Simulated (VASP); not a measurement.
PbO2, 3 atoms in the cell. Symmetry: Fm-3m, No. 225, cubic system. Conventional cell: a = 5.404 Å, b = 5.404 Å, c = 5.404 Å, α = 90.00°, β = 90.00°, γ = 90.00°. Within 3.1 Å of Pb (site symmetry m-3m) lie 8 O at 2.34 Å. O (site symmetry -43m) has 4 Pb at 2.34 Å and 6 O at 2.70 Å within 3.1 Å. 

| Item | Value |
| --- | --- |
| Program | VASP 6.6.1 |
| Task | single point |
| Functional | revPBE |
| Dispersion | D3(BJ) |
| Potentials or basis | VASP PAW PBE potentials, release 64 (Pb_d, O) |
| Cutoff | 520 eV |
| k mesh | 4 × 4 × 4 |
| Occupations | gaussian, width 0.1 eV |
| Spin | no spin polarisation |
| Dipole correction | no |
| Further INCAR settings | ALGO = Normal; EDIFF = 1e-06; NBANDS = 20 |

Potentials or basis: VASP PAW PBE potentials, release 64 (Pb_d, O).

Command:

```console
$ cat potpaw_PBE.64/Pb_d/POTCAR potpaw_PBE.64/O/POTCAR > POTCAR
$ mpirun -np 1 vasp_std > vasp.out
```

Hardware: 1 thread of Intel(R) Xeon(R) Platinum 8375C CPU @ 2.90GHz (Ice Lake), on a shared host.

How long does it take, and how much memory?

Run time: 6.8 s on 1 thread of Intel(R) Xeon(R) Platinum 8375C CPU @ 2.90GHz (Ice Lake) (shared host), peak memory 0.16 GiB. Counts: scf iterations 14, k points 8.
